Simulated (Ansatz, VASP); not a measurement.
## BN: VASP beside Ansatz

```xyz
2
Lattice="0.0000 1.8075 1.8075 1.8075 0.0000 1.8075 1.8075 1.8075 0.0000" Properties=species:S:1:pos:R:3 pbc="T T T"
B     0.0000    0.0000    0.0000
N     0.9038    0.9038    0.9038
```

Alike in both runs: task single point; functional PBE; k mesh 7 × 7 × 7; no spin polarisation.

```csv
,VASP,Ansatz
version,VASP 6.6.1,Ansatz 0.2.0
potentials or method,"VASP PAW PBE potentials, release 64 (B, N)","plane waves, PAW"
plane-wave cutoff (eV),520,420
occupations,"gaussian, width 0.01 eV",fixed
valence electrons in the cell,8,8
```

Ansatz gave:

```
gap on the k mesh at the Fermi level (eV) : 4.72
```

Q: Which values does VASP return?

A: gap on the k mesh at the Fermi level (eV): 4.71.

The k mesh is coarse, so the values compare programs but aren't converged.
